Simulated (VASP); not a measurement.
# Li (Fm-3m) in VASP: single point with PBE

Aim: the single point of Li with PBE.

Everything below comes from runs of VASP 6.6.1. Logs are shortened: lines on timing, memory, paths and dates and some standing lists are left out, and cuts for length are marked.

**1. The cell of the first run**

It takes space group Fm-3m (No. 225, cubic). Conventional cell: a = 4.397 Å, b = 4.397 Å, c = 4.397 Å, α = 90.00°, β = 90.00°, γ = 90.00°. Within 4.1 Å of Li (site symmetry m-3m) lie 12 Li at 3.11 Å.

This isn't the form of Li at room conditions, which is bcc.

**2. Single point, PBE**

File INCAR:

```
PREC     = Accurate       # precision mode
ENCUT    = 520            # plane-wave cutoff, eV
EDIFF    = 1E-7           # SCF threshold, eV
ISMEAR   = 0              # smearing method
SIGMA    = 0.05           # smearing width, eV
LREAL    = False          # projectors in reciprocal space
LASPH    = True           # aspherical terms in the spheres
NELM     = 80             # most SCF steps
ALGO     = Fast           # electronic algorithm
ISIF     = 2              # what is computed and relaxed
LWAVE    = False          # write WAVECAR
LCHARG   = True           # write CHGCAR
GGA      = PE             # functional
LELF     = True           # ELF
LVHAR    = True         
NBANDS   = 8              # bands
```

File KPOINTS:

```
regular mesh
0
Gamma
  8 8 8
```

File POSCAR:

```
Li
1.0
    0.0000000000      2.1985631113      2.1985631113
    2.1985631113      0.0000000000      2.1985631113
    2.1985631113      2.1985631113      0.0000000000
Li
1
Direct
    0.0000000000      0.0000000000      0.0000000000
```

Potentials or basis: VASP PAW PBE potentials, release 64 (Li_sv).

Started as:

```sh
$ cat potpaw_PBE.64/Li_sv/POTCAR > POTCAR
$ mpirun -np 1 vasp_std > vasp.out
```

OUTCAR:

```text
PREC = Accurate
   ENCUT = 520
   EDIFF = 1E-7
   ISMEAR = 0
   LREAL = False
   LASPH = True
   NELM = 80
   ISIF = 2
   GGA = PE

 ion  position               nearest neighbor table
   1  0.000  0.000  0.000-

  LATTYP: Found a face centered cubic cell.
 ALAT       =     4.3971262226

  Lattice vectors:

 A1 = (   0.0000000000,   2.1985631113,   2.1985631113)
 A2 = (   2.1985631113,   0.0000000000,   2.1985631113)
 A3 = (   2.1985631113,   2.1985631113,   0.0000000000)

Analysis of symmetry for initial positions (statically):
=====================================================================
 Subroutine PRICEL returns:
 Original cell was already a primitive cell.

 Routine SETGRP: Setting up the symmetry group for a
 face centered cubic supercell.

 Subroutine GETGRP returns: Found 48 space group operations
 (whereof 48 operations were pure point group operations)
 out of a pool of 48 trial point group operations.

The static configuration has the point symmetry O_h .

Analysis of symmetry for dynamics (positions and initial velocities):
=====================================================================
 Subroutine PRICEL returns:
 Original cell was already a primitive cell.

 Routine SETGRP: Setting up the symmetry group for a
 face centered cubic supercell.

 Subroutine GETGRP returns: Found 48 space group operations
 (whereof 48 operations were pure point group operations)
 out of a pool of 48 trial point group operations.

The dynamic configuration has the point symmetry O_h .

 Subroutine INISYM returns: Found 48 space group operations
 (whereof 48 operations are pure point group operations),
 and found     1 'primitive' translations

----------------------------------------------------------------------------------------

                                     Primitive cell

  volume of cell :      21.2543

  direct lattice vectors                    reciprocal lattice vectors
     0.000000000  2.198563111  2.198563111    -0.227421263  0.227421263  0.227421263
     2.198563111  0.000000000  2.198563111     0.227421263 -0.227421263  0.227421263
     2.198563111  2.198563111  0.000000000     0.227421263  0.227421263 -0.227421263

  length of vectors
     3.109237770  3.109237770  3.109237770     0.393905183  0.393905183  0.393905183

  position of ions in fractional coordinates (direct lattice)
     0.000000000  0.000000000  0.000000000

  ion indices of the primitive-cell ions
   primitive index   ion index
                 1           1

----------------------------------------------------------------------------------------

 KPOINTS: regular mesh

Automatic generation of k-mesh.
 Grid dimensions read from file:
 generate k-points for:    8    8    8

 Generating k-lattice:

  Cartesian coordinates                     Fractional coordinates (reciprocal lattice)
    -0.028427658  0.028427658  0.028427658     0.125000000  0.000000000  0.000000000
     0.028427658 -0.028427658  0.028427658     0.000000000  0.125000000  0.000000000
     0.028427658  0.028427658 -0.028427658     0.000000000  0.000000000  0.125000000

  Length of vectors
     0.049238148  0.049238148  0.049238148

  Shift w.r.t. Gamma in fractional coordinates (k-lattice)
     0.000000000  0.000000000  0.000000000

 Subroutine IBZKPT returns following result:
 ===========================================

 Found     29 irreducible k-points:

 Following reciprocal coordinates:
            Coordinates               Weight
  0.000000  0.000000  0.000000      1.000000
  0.125000  0.000000  0.000000      8.000000
  0.250000  0.000000  0.000000      8.000000
  0.375000  0.000000  0.000000      8.000000
  0.500000  0.000000  0.000000      4.000000
  0.125000  0.125000  0.000000      6.000000
[... 16 lines left out ...]
  0.500000  0.250000  0.125000     48.000000
 -0.375000  0.250000  0.125000     24.000000
 [... further k-points ...]
   k-points           NKPTS =     29   k-points in BZ     NKDIM =     29   number of bands    NBANDS=      8
   number of dos      NEDOS =    301   number of ions     NIONS =      1
   total plane-waves  NPLWV =  13824
   dimension x,y,z NGX =    24 NGY =   24 NGZ =   24
   dimension x,y,z NGXF=    48 NGYF=   48 NGZF=   48
   ions per type =               1
   NGX,Y,Z   is equivalent  to a cutoff of  12.83, 12.83, 12.83 a.u.
   NGXF,Y,Z  is equivalent  to a cutoff of  25.66, 25.66, 25.66 a.u.
 SYSTEM =  unknown system
   PREC   = accura    normal or accurate (medium, high low for compatibility)
   ISTART =      0    job   : 0-new  1-cont  2-samecut
   ICHARG =      2    charge: 1-file 2-atom 10-const
   ISPIN  =      1    spin polarized calculation?
   LNONCOLLINEAR =      F non collinear calculations
   LSORBIT =      F    spin-orbit coupling
   LASPH  =      T    aspherical Exc in radial PAW
   ENCUT  =  520.0 eV  38.22 Ry    6.18 a.u.   5.78  5.78  5.78*2*pi/ulx,y,z
   NELM   =     80;   NELMIN=  2; NELMDL= -5     # of ELM steps
   EDIFF  = 0.1E-06   stopping-criterion for ELM
   LREAL  =      F    real-space projection
   EDIFFG = 0.1E-05   stopping-criterion for IOM
   NSW    =      0    number of steps for IOM
   IBRION =     -1    ionic relax: 0-MD 1-quasi-New 2-CG
   NFREE  =      0    steps in history (QN), initial steepest desc. (CG)
   ISIF   =      2    stress and relaxation
   ISYM   =      2    0-nonsym 1-usesym 2-fastsym
   POTIM  = 0.5000    time-step for ionic-motion
   TEBEG  =    0.0;   TEEND  =   0.0 temperature during run
   PSTRESS=    0.0 pullay stress
   NELECT =       3.0000    total number of electrons
   NUPDOWN=      -1.0000    fix difference up-down
   EMIN   =  10.00;   EMAX   =-10.00  energy-range for DOS
   EFERMI =   0.00;   METHOD = LEGACY
   ISMEAR =     0;   SIGMA  =   0.05  broadening in eV -4-tet -1-fermi 0-gaus
   EFERMI_NEDOS =   21; number of points for ismear=-14 and -15
   IALGO  =     68    algorithm
   IMIX   =      4    mixing-type and parameters
     AMIX     =   0.40;   BMIX     =  1.00
     AMIX_MAG =   1.60;   BMIX_MAG =  1.00
  volume/ion in A,a.u.               =      21.25       143.43
  Fermi-wavevector in a.u.,A,eV,Ry     =   0.852379  1.610764  9.885323  0.726551
  Thomas-Fermi vector in A             =   1.968658
   LORBIT       =      0    0 simple, 1 ext, 2 COOP (PROOUT), +10 PAW based schemes
   GGA     = PE    functional components
   LHFCALC =     F    Hartree Fock is set to
   AEXX    =    0.0000 exact exchange contribution
   IVDW    =     0    specifies the selected vdW correction
   LEPSILON=     F    determine dielectric tensor
   LRPA    =     F    only Hartree local field effects (RPA)
 non-spin polarized calculation
 RMM-DIIS sequential band-by-band and
 Gauss-broadening in eV      SIGMA  =   0.05
  energy-cutoff  :      520.00
  volume of cell :       21.25
 maximum number of plane-waves:       588
   NGX = 11   NGY = 11   NGZ = 11

 number of electron       3.0000003 magnetization

 Free energy of the ion-electron system (eV)
  ---------------------------------------------------
  ext. energy  EPLUGINS =         0.00000000
  ---------------------------------------------------
  free energy    TOTEN  =        -1.90083952 eV

  energy without entropy =       -1.90048483  energy(sigma->0) =       -1.90066217

 E-fermi :   0.3076     XC(G=0):  -6.9299

 val. band max:        0.3068147896   @ k =   0.3750   0.3750   0.0000
 cond. band min:       0.4980901165   @ k =   0.5000   0.0000   0.0000
 fundamental gap:      0.1912753269
 Fermi energy:         0.3075784936

 k-point     1 :       0.0000    0.0000    0.0000
  band No.  band energies     occupation
      1     -46.1137      2.00000
      2      -3.0025      2.00000
      3      14.3704      0.00000
      4      14.3705      0.00000
      5      14.3705      0.00000
      6      18.1845      0.00000
      7      18.1845      0.00000
      8      18.1845      0.00000

 k-point     2 :       0.1250    0.0000    0.0000
  band No.  band energies     occupation
      1     -46.1117      2.00000
      2      -2.7286      2.00000
      3      11.9413      0.00000
      4      13.8659      0.00000
      5      13.8660      0.00000
      6      17.4112      0.00000
      7      19.0717      0.00000
      8      19.0718      0.00000

 k-point     3 :       0.2500    0.0000    0.0000
  band No.  band energies     occupation
      1     -46.1065      2.00000
      2      -1.9080      2.00000
      3       8.2075      0.00000
      4      13.1713      0.00000
      5      13.1714      0.00000
      6      17.8672      0.00000
      7      18.6250      0.00000
      8      18.6250      0.00000

 k-point     4 :       0.3750    0.0000    0.0000
  band No.  band energies     occupation
      1     -46.1012      2.00000
      2      -0.5963      2.00000
      3       5.0060      0.00000
      4      12.8000      0.00000
      5      12.8000      0.00000
      6      17.1538      0.00000
      7      17.1538      0.00000
      8      17.4893      0.00000

 k-point     5 :       0.5000    0.0000    0.0000
  band No.  band energies     occupation
      1     -46.0991      2.00000
      2       0.4981      0.00000
      3       3.2684      0.00000
      4      12.7090      0.00000
      5      12.7091      0.00000
      6      16.5851      0.00000
      7      16.5852      0.00000
      8      17.1784      0.00000
[... 177 lines left out ...]
 k-point    22 :       0.3750    0.2500    0.1250
  band No.  band energies     occupation
      1     -46.1026      2.00000
      2      -1.1603      2.00000
      3       8.1047      0.00000
      4       9.6427      0.00000
      5      12.3743      0.00000
      6      15.8472      0.00000
      7      16.0234      0.00000
      8      21.0110      0.00000

 k-point    23 :       0.5000    0.2500    0.1250
  band No.  band energies     occupation
      1     -46.0984      2.00000
      2       0.1986      1.99795
      3       5.3739      0.00000
      4       8.9996      0.00000
      5      10.9004      0.00000
      6      15.4261      0.00000
      7      18.2590      0.00000
      8      20.4840      0.00000

 k-point    24 :      -0.3750    0.2500    0.1250
  band No.  band energies     occupation
      1     -46.0966      2.00000
      2       1.4474      0.00000
      3       3.5467      0.00000
      4       8.9844      0.00000
      5      10.2797      0.00000
      6      15.2539      0.00000
      7      18.9807      0.00000
      8      22.1512      0.00000

 [... further k-points ...]

------------------------ aborting loop because EDIFF is reached ----------------------------------------

  FORCE on cell =-STRESS in cart. coord.  units (eV):
  Direction    XX          YY          ZZ          XY          YZ          ZX
  --------------------------------------------------------------------------------------
  -------------------------------------------------------------------------------------
  Total       -0.0858551     -0.0858551     -0.0858551      0.0000000     -0.0000000      0.0000000
  in kB       -6.4718724     -6.4718724     -6.4718724      0.0000000     -0.0000000      0.0000000
  external PRESSURE =      -6.4718724 kB  Pullay stress =       0.0000000 kB

 VOLUME and BASIS-vectors are now :
 -----------------------------------------------------------------------------
  energy-cutoff  :      520.00
  volume of cell :       21.25
      direct lattice vectors                 reciprocal lattice vectors
     0.000000000  2.198563111  2.198563111    -0.227421263  0.227421263  0.227421263
     2.198563111  0.000000000  2.198563111     0.227421263 -0.227421263  0.227421263
     2.198563111  2.198563111  0.000000000     0.227421263  0.227421263 -0.227421263

 POSITION                                       TOTAL-FORCE (eV/Angst)
 -----------------------------------------------------------------------------------
      0.00000      0.00000      0.00000         0.000000     -0.000000      0.000000
 -----------------------------------------------------------------------------------
    total drift:                               -0.000000      0.000000     -0.000000

  FREE ENERGIE OF THE ION-ELECTRON SYSTEM (eV)
  ---------------------------------------------------
  free  energy   TOTEN  =        -1.9008395188 eV

  energy  without entropy=       -1.9004848267  energy(sigma->0) =       -1.90066217
```

It took 10 s on 1 thread of Intel Xeon Platinum 8259CL at 2.50GHz (Skylake/Cascade Lake), shared host; peak memory 0.13 GiB.

What came out:

* Free energy: -1.9008 eV
* Band gap on the k mesh: zero (an odd number of electrons rules out a gap without spin polarisation)

Caveat: the cutoff is under 1.25 times the usual one of these potentials, so pressure, stress and relaxed cells hold a basis-set (Pulay) error.

The gap in the log of VASP goes by the Fermi energy; the results here count the filled bands.